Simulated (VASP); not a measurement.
Input of a VASP 6.6.1 run:

File INCAR:

```
SYSTEM = Te2Mo
PREC = Accurate
ENCUT = 520
EDIFF = 1E-6
ISMEAR = 0
SIGMA = 0.02
LREAL = .FALSE.
LASPH = .TRUE.
NELM = 80
ALGO = Normal
ISIF = 2
LWAVE = .FALSE.
LCHARG = .FALSE.
GGA = PS
NBANDS = 20
```

KPOINTS

```
Automatic mesh
0
G
  12 12 2
  0 0 0
```

The input POSCAR:

```
Te2Mo
1.0
    3.4910750445      0.0000000000      0.0000000000
   -1.7455375222      3.0233596750      0.0000000000
    0.0000000000      0.0000000000     17.0006311357
Te Mo
2 1
Direct
    0.3333333333      0.6666666667      0.8939231309
    0.3333333333      0.6666666667      0.1060768691
    0.0000000000      0.0000000000      0.0000000000
```

Potentials or basis: VASP PAW PBE potentials, release 64 (Te, Mo_sv).

Command:

```bash
$ cat potpaw_PBE.64/Te/POTCAR potpaw_PBE.64/Mo_sv/POTCAR > POTCAR
$ mpirun -np 1 vasp_std > vasp.out
```

Problem. Predict the band gap on the k mesh.

Solution. 1.20 eV, direct.

Problem. What does it give for the largest force?

Solution. 0.031 eV/Å.

Forces in eV/Å, atoms in the order of the input:
```
Te   0.000  0.000 -0.031
Te   0.000  0.000  0.031
Mo   0.000  0.000  0.000
```

Caveat: the cell differs from its parent crystal (strain along c alone, the other axes held: -3.0 %, then relaxed in part); the PAW data sets were made with another functional, which shifts forces and pressure a little; spin-orbit coupling is left out, which moves the levels of the heavy elements.
